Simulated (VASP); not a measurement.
# ZnO (Fm-3m) in VASP: a series of runs, part 2 of 2

VASP 6.6.1.

## (3) Single point, PBE (volume scaled by 0.975)

INCAR

```
ALGO = Normal
EDIFF = 1E-6
ENCUT = 520
GGA = PE
ISIF = 2
ISMEAR = -1
LASPH = True
LCHARG = False
LREAL = False
LWAVE = False
NBANDS = 16
NELM = 60
PREC = Accurate
SIGMA = 0.03
```

KPOINTS

```
k-points
0
Gamma
  10 10 10
```

POSCAR

```
ZnO
1.0
    0.0000000000      2.1220159565      2.1220159565
    2.1220159565      0.0000000000      2.1220159565
    2.1220159565      2.1220159565      0.0000000000
Zn O
1 1
Direct
    0.0000000000      0.0000000000      0.0000000000
    0.5000000000      0.5000000000      0.5000000000
```

Potentials or basis: VASP PAW PBE potentials, release 64 (Zn, O).

Run with:

```
cat potpaw_PBE.64/Zn/POTCAR potpaw_PBE.64/O/POTCAR > POTCAR
mpirun -np 1 vasp_std > vasp.out
```

OUTCAR:

```text
EDIFF = 1E-6
   ENCUT = 520
   GGA = PE
   ISIF = 2
   ISMEAR = -1
   LASPH = True
   LREAL = False
   NELM = 60
   PREC = Accurate

 ion  position               nearest neighbor table
   1  0.000  0.000  0.000-   2 2.12   2 2.12   2 2.12   2 2.12   2 2.12   2 2.12
   2  0.500  0.500  0.500-   1 2.12   1 2.12   1 2.12   1 2.12   1 2.12   1 2.12

  LATTYP: Found a face centered cubic cell.
 ALAT       =     4.2440319130

  Lattice vectors:

 A1 = (   0.0000000000,   2.1220159565,   2.1220159565)
 A2 = (   2.1220159565,   0.0000000000,   2.1220159565)
 A3 = (   2.1220159565,   2.1220159565,   0.0000000000)

Analysis of symmetry for initial positions (statically):
=====================================================================
 Subroutine PRICEL returns:
 Original cell was already a primitive cell.

 Routine SETGRP: Setting up the symmetry group for a
 face centered cubic supercell.

 Subroutine GETGRP returns: Found 48 space group operations
 (whereof 48 operations were pure point group operations)
 out of a pool of 48 trial point group operations.

The static configuration has the point symmetry O_h .

Analysis of symmetry for dynamics (positions and initial velocities):
=====================================================================
 Subroutine PRICEL returns:
 Original cell was already a primitive cell.

 Routine SETGRP: Setting up the symmetry group for a
 face centered cubic supercell.

 Subroutine GETGRP returns: Found 48 space group operations
 (whereof 48 operations were pure point group operations)
 out of a pool of 48 trial point group operations.

The dynamic configuration has the point symmetry O_h .

 Subroutine INISYM returns: Found 48 space group operations
 (whereof 48 operations are pure point group operations),
 and found     1 'primitive' translations

----------------------------------------------------------------------------------------

                                     Primitive cell

  volume of cell :      19.1107

  direct lattice vectors                    reciprocal lattice vectors
     0.000000000  2.122015956  2.122015956    -0.235624995  0.235624995  0.235624995
     2.122015956  0.000000000  2.122015956     0.235624995 -0.235624995  0.235624995
     2.122015956  2.122015956  0.000000000     0.235624995  0.235624995 -0.235624995

  length of vectors
     3.000983745  3.000983745  3.000983745     0.408114464  0.408114464  0.408114464

  position of ions in fractional coordinates (direct lattice)
     0.000000000  0.000000000  0.000000000
     0.500000000  0.500000000  0.500000000

  ion indices of the primitive-cell ions
   primitive index   ion index
                 1           1
                 2           2

----------------------------------------------------------------------------------------

 KPOINTS: k-points

Automatic generation of k-mesh.
 Grid dimensions read from file:
 generate k-points for:   10   10   10

 Generating k-lattice:

  Cartesian coordinates                     Fractional coordinates (reciprocal lattice)
    -0.023562500  0.023562500  0.023562500     0.100000000  0.000000000  0.000000000
     0.023562500 -0.023562500  0.023562500     0.000000000  0.100000000  0.000000000
     0.023562500  0.023562500 -0.023562500     0.000000000  0.000000000  0.100000000

  Length of vectors
     0.040811446  0.040811446  0.040811446

  Shift w.r.t. Gamma in fractional coordinates (k-lattice)
     0.000000000  0.000000000  0.000000000

 Subroutine IBZKPT returns following result:
 ===========================================

 Found     47 irreducible k-points:

 Following reciprocal coordinates:
            Coordinates               Weight
  0.000000  0.000000  0.000000      1.000000
  0.100000  0.000000  0.000000      8.000000
  0.200000  0.000000  0.000000      8.000000
  0.300000  0.000000  0.000000      8.000000
  0.400000  0.000000  0.000000      8.000000
  0.500000  0.000000  0.000000      4.000000
[... 16 lines left out ...]
  0.300000  0.300000  0.000000      6.000000
  0.400000  0.300000  0.000000     24.000000
 [... further k-points ...]
   k-points           NKPTS =     47   k-points in BZ     NKDIM =     47   number of bands    NBANDS=     16
   number of dos      NEDOS =    301   number of ions     NIONS =      2
   total plane-waves  NPLWV =  13824
   dimension x,y,z NGX =    24 NGY =   24 NGZ =   24
   dimension x,y,z NGXF=    48 NGYF=   48 NGZF=   48
   ions per type =               1   1
   NGX,Y,Z   is equivalent  to a cutoff of  13.30, 13.30, 13.30 a.u.
   NGXF,Y,Z  is equivalent  to a cutoff of  26.59, 26.59, 26.59 a.u.
 SYSTEM =  unknown system
   PREC   = accura    normal or accurate (medium, high low for compatibility)
   ISTART =      0    job   : 0-new  1-cont  2-samecut
   ICHARG =      2    charge: 1-file 2-atom 10-const
   ISPIN  =      1    spin polarized calculation?
   LNONCOLLINEAR =      F non collinear calculations
   LSORBIT =      F    spin-orbit coupling
   LASPH  =      T    aspherical Exc in radial PAW
   ENCUT  =  520.0 eV  38.22 Ry    6.18 a.u.   5.58  5.58  5.58*2*pi/ulx,y,z
   NELM   =     60;   NELMIN=  2; NELMDL= -5     # of ELM steps
   EDIFF  = 0.1E-05   stopping-criterion for ELM
   LREAL  =      F    real-space projection
   EDIFFG = 0.1E-04   stopping-criterion for IOM
   NSW    =      0    number of steps for IOM
   IBRION =     -1    ionic relax: 0-MD 1-quasi-New 2-CG
   NFREE  =      0    steps in history (QN), initial steepest desc. (CG)
   ISIF   =      2    stress and relaxation
   ISYM   =      2    0-nonsym 1-usesym 2-fastsym
   POTIM  = 0.5000    time-step for ionic-motion
   TEBEG  =    0.0;   TEEND  =   0.0 temperature during run
   PSTRESS=    0.0 pullay stress
   NELECT =      18.0000    total number of electrons
   NUPDOWN=      -1.0000    fix difference up-down
   EMIN   =  10.00;   EMAX   =-10.00  energy-range for DOS
   EFERMI =   0.00;   METHOD = LEGACY
   ISMEAR =    -1;   SIGMA  =   0.03  broadening in eV -4-tet -1-fermi 0-gaus
   EFERMI_NEDOS =   21; number of points for ismear=-14 and -15
   IALGO  =     38    algorithm
   IMIX   =      4    mixing-type and parameters
     AMIX     =   0.40;   BMIX     =  1.00
     AMIX_MAG =   1.60;   BMIX_MAG =  1.00
  volume/ion in A,a.u.               =       9.56        64.48
  Fermi-wavevector in a.u.,A,eV,Ry     =   1.604749  3.032535 35.037972  2.575218
  Thomas-Fermi vector in A             =   2.701204
   LORBIT       =      0    0 simple, 1 ext, 2 COOP (PROOUT), +10 PAW based schemes
   GGA     = PE    functional components
   LHFCALC =     F    Hartree Fock is set to
   AEXX    =    0.0000 exact exchange contribution
   IVDW    =     0    specifies the selected vdW correction
   LEPSILON=     F    determine dielectric tensor
   LRPA    =     F    only Hartree local field effects (RPA)
 non-spin polarized calculation
  energy-cutoff  :      520.00
  volume of cell :       19.11
 maximum number of plane-waves:       532
 NGX is ok and might be reduce to    24
   NGX = 11   NGY = 11   NGZ = 11

 number of electron      17.9999994 magnetization

 Free energy of the ion-electron system (eV)
  ---------------------------------------------------
  ext. energy  EPLUGINS =         0.00000000
  ---------------------------------------------------
  free energy    TOTEN  =        -8.58242726 eV

  energy without entropy =       -8.58242726  energy(sigma->0) =       -8.58242726

 E-fermi :   3.5408     XC(G=0): -12.4387

 val. band max:        3.0041665843   @ k =   0.5000   0.0000   0.0000
 cond. band min:       3.9970419504   @ k =   0.0000   0.0000   0.0000
 fundamental gap:      0.9928753661
 Fermi energy:         3.5407822859

 k-point     1 :       0.0000    0.0000    0.0000
  band No.  band energies     occupation
      1     -15.8332      2.00000
      2      -1.9022      2.00000
      3      -1.9022      2.00000
      4      -1.9022      2.00000
      5      -1.6750      2.00000
      6      -1.6750      2.00000
[... 8 lines left out ...]
     15      22.7583      0.00000
     16      22.7583      0.00000

 k-point     2 :       0.1000    0.0000    0.0000
  band No.  band energies     occupation
      1     -15.7176      2.00000
      2      -1.9921      2.00000
      3      -1.9223      2.00000
      4      -1.9223      2.00000
      5      -1.7726      2.00000
      6      -1.7726      2.00000
[... 8 lines left out ...]
     15      22.8021      0.00000
     16      22.8021      0.00000
[... 387 lines left out ...]
      5      -1.7442      2.00000
      6      -1.5351      2.00000
[... 8 lines left out ...]
     15      30.4398      0.00000
     16      31.8448      0.00000

 k-point    24 :       0.4000    0.3000    0.0000
  band No.  band energies     occupation
      1     -14.5428      2.00000
      2      -3.3586      2.00000
      3      -2.3438      2.00000
      4      -1.8841      2.00000
      5      -1.6510      2.00000
      6      -1.4259      2.00000
[... 8 lines left out ...]
     15      30.8293      0.00000
     16      31.4109      0.00000

 [... further k-points ...]
[... 5 lines left out ...]
  --------------------------------------------------------------------------------------
  -------------------------------------------------------------------------------------
  Total        1.5116257      1.5116257      1.5116257      0.0000000     -0.0000000      0.0000000
  in kB      126.7298503    126.7298503    126.7298503      0.0000000     -0.0000000      0.0000000
  external PRESSURE =     126.7298503 kB  Pullay stress =       0.0000000 kB

 VOLUME and BASIS-vectors are now :
 -----------------------------------------------------------------------------
  energy-cutoff  :      520.00
  volume of cell :       19.11
      direct lattice vectors                 reciprocal lattice vectors
     0.000000000  2.122015956  2.122015956    -0.235624995  0.235624995  0.235624995
     2.122015956  0.000000000  2.122015956     0.235624995 -0.235624995  0.235624995
     2.122015956  2.122015956  0.000000000     0.235624995  0.235624995 -0.235624995

 POSITION                                       TOTAL-FORCE (eV/Angst)
 -----------------------------------------------------------------------------------
      0.00000      0.00000      0.00000         0.000000      0.000000      0.000000
      2.12202      2.12202      2.12202         0.000000      0.000000     -0.000000
 -----------------------------------------------------------------------------------
    total drift:                                0.000000     -0.000000     -0.000000

  FREE ENERGIE OF THE ION-ELECTRON SYSTEM (eV)
  ---------------------------------------------------
  free  energy   TOTEN  =        -8.5824272590 eV

  energy  without entropy=       -8.5824272584  energy(sigma->0) =       -8.58242726
```

stdout:

```text
POSCAR found type information on POSCAR ZnO
 POSCAR found :  2 types and       2 ions
 scaLAPACK will be used
 LDA part: xc-table for (Slater+PW92), standard interpolation
 POSCAR, INCAR and KPOINTS ok, starting setup
 FFT: planning ... GRIDC
 FFT: planning ... GRID_SOFT
 FFT: planning ... GRID
 WAVECAR not read
 entering main loop
```

It took 14 s on 1 thread of AMD EPYC 7R13 (Zen 3), shared host; peak memory 0.11 GiB.

What came out:

```yaml
Free_energy: -8.5824 eV
Pressure: 12.7 GPa
Band_gap_on_the_k_mesh: 0.99 eV, indirect (least direct gap 2.46 eV)
```

Levels at points of the mesh, in eV from the valence-band top:
| k point | band 5 | band 6 | band 7 | band 8 | band 9 | band 10 | band 11 | band 12 | band 13 | band 14 |
| --- | --- | --- | --- | --- | --- | --- | --- | --- | --- | --- |
| (0.00, 0.00, 0.00) | -4.68 | -4.68 | -1.47 | -1.47 | -1.47 | 0.99 | 18.13 | 18.13 | 18.13 | 18.39 |
| (0.50, 0.00, 0.00) | -4.46 | -4.46 | -3.63 | 0.00 | 0.00 | 5.46 | 9.31 | 12.94 | 12.94 | 19.56 |
| (0.50, 0.50, 0.00) | -4.34 | -4.34 | -4.00 | -2.94 | -2.94 | 4.33 | 10.83 | 11.32 | 15.66 | 15.66 |

 A k mesh can miss the band edges.
